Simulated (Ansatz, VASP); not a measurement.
CaBC: VASP beside Ansatz

INCAR

```
  PREC = Accurate
  ENCUT = 520
  EDIFF = 1E-6
  ISMEAR = 0
  SIGMA = 0.15
  LREAL = F
  LASPH = T
  NELM = 80
  ALGO = Normal
  ISIF = 2
  LWAVE = F
  LCHARG = F
  GGA = PE
  NBANDS = 26
```

KPOINTS

```
regular mesh
0
Gamma
  24 24 8
```

File POSCAR:

```
CaBC
1.0
    2.8693530777      0.0000000000      0.0000000000
   -1.4346765389      2.4849326577      0.0000000000
    0.0000000000      0.0000000000      8.7308859496
Ca B C
2 2 2
Direct
    0.0000000000      0.0000000000      0.0000000000
    0.0000000000      0.0000000000      0.5000000000
    0.6666666667      0.3333333333      0.2500000000
    0.3333333333      0.6666666667      0.7500000000
    0.6666666667      0.3333333333      0.7500000000
    0.3333333333      0.6666666667      0.2500000000
```

Input for Ansatz:

```yaml
crystal:
  lattice:
    - [2.8693530777, 0.0, 0.0]
    - [-1.4346765389, 2.4849326577, 0.0]
    - [0.0, 0.0, 8.7308859496]
  atoms:
    - { symbol: Ca, position: [0.0, 0.0, 0.0] }
    - { symbol: Ca, position: [0.0, 0.0, 0.5] }
    - { symbol: B, position: [0.6666666667, 0.3333333333, 0.25] }
    - { symbol: B, position: [0.3333333333, 0.6666666667, 0.75] }
    - { symbol: C, position: [0.6666666667, 0.3333333333, 0.75] }
    - { symbol: C, position: [0.3333333333, 0.6666666667, 0.25] }
basis:
  ecutwfc: 420
kpoints:
  mp_grid: { grid: [24, 24, 8] }
hamiltonian:
  xc: pbe
scf:
  occupations: { method: gaussian, width: 0.15 }
output:
  forces: true
  stress: true
  eigenvalues: true
```

Alike in both runs: task single point; functional PBE; k mesh 24 × 24 × 8; occupations gaussian, width 0.15 eV; no spin polarisation.

|  | VASP | Ansatz |
| --- | --- | --- |
| version | VASP 6.6.1 | Ansatz 0.2.0 |
| potentials or method | VASP PAW PBE potentials, release 64 (Ca_sv, B, C), cutoff 520 eV | scalar-relativistic, plane waves, PAW |
| valence electrons in the cell | 34 | 34 |

|  | VASP | Ansatz | Ansatz less VASP |
| --- | --- | --- | --- |
| gap on the k mesh at the Fermi level (eV) | none | none | - |
| pressure (GPa) | 3.7 | 3.1 | -0.51 |
| traceless stress, the component that is largest in VASP (GPa) | -16.57 | -16.70 | -0.140 |

A gap of «none» marks a metal or a gap that the smearing closes.
